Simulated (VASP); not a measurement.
Set up this calculation in VASP 6.6.1, as the native input.

* Task: single point
* Functional: LDA
* Potentials or basis: VASP PAW LDA potentials, release 64 (Sn_d)
* Cutoff: 520 eV
* k mesh: 9 × 9 × 9
* Occupations: fermi-dirac, width 0.05 eV
* Spin: no spin polarisation
* Dipole correction: no
* Further INCAR settings: ALGO = Normal; EDIFF = 1e-07; NBANDS = 21

The structure of Sn lies in POSCAR:

```
Sn
1.0
   -2.9204073745      2.9204073745      1.5885680951
    2.9204073745     -2.9204073745      1.5885680951
    2.9204073745      2.9204073745     -1.5885680951
Sn
2
Direct
    0.0000000000      0.0000000000      0.0000000000
    0.7500000000      0.2500000000      0.5000000000
```

These files were run (other wordings do the same):

INCAR

```
SYSTEM = Sn
PREC = Accurate
ENCUT = 520
EDIFF = 1E-7
ISMEAR = -1
SIGMA = 0.05
LREAL = .False.
LASPH = .True.
NELM = 80
ALGO = Normal
ISIF = 2
LWAVE = .False.
LCHARG = .False.
NBANDS = 21
```

KPOINTS

```
regular mesh
0
Gamma
  9 9 9
  0 0 0
```

Potentials or basis: VASP PAW LDA potentials, release 64 (Sn_d).

Command:

```bash
$ cat potpaw_LDA.64/Sn_d/POTCAR > POTCAR
$ mpirun -np 1 vasp_std > vasp.out
```

It gave:

```json
{
 "Pressure": "-1.9 GPa",
 "Band gap on the k mesh": "zero (bands 14 and 15 overlap by 4.03 eV)"
}
```

Caveat: spin-orbit coupling is left out, which moves the levels of the heavy elements.

It took 100 s on 1 thread of Intel Xeon 8259CL, on a shared host, peak memory 0.21 GiB.
